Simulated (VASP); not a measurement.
Sc: single point with PBE

The system is Sc.

```
Sc
1.0
     2.70180    0.00000    0.00000
    -1.35090    2.33983    0.00000
     0.00000    0.00000    4.29848
Sc
2
Direct
  0.33333 0.66667 0.25000
  0.66667 0.33333 0.75000
```

This cell differs from its parent crystal: volume scaled by 0.55.

```json
{
 "Program": "VASP 6.6.1",
 "Task": "single point",
 "Functional": "PBE",
 "Potentials or basis": "VASP PAW PBE potentials, release 64 (Sc_sv)",
 "Cutoff": "520 eV",
 "k mesh": "13 × 13 × 7",
 "Occupations": "fermi-dirac, width 0.08 eV",
 "Spin": "no spin polarisation"
}
```

| Quantity | Value |
| --- | --- |
| Pressure | 77.2 GPa |
| Band gap on the k mesh | zero (band 11 reaches 10.15 eV, above the bottom of band 12 at 7.47 eV) |

Stress tensor (GPa, compression positive):
```
77.09  0.00  0.00
 0.00 77.09  0.00
 0.00  0.00 77.27
```

Levels at points of the mesh, in eV from the Fermi level:
```
           k point  band 9  band 10  band 11  band 12  band 13  band 14
(0.00, 0.00, 0.00)   -5.34    -2.67     2.09     2.09     2.38     3.01
```

It took 23 s on 1 thread of Intel(R) Xeon(R) Platinum 8488C (Sapphire Rapids) (shared host), peak memory 0.16 GiB.
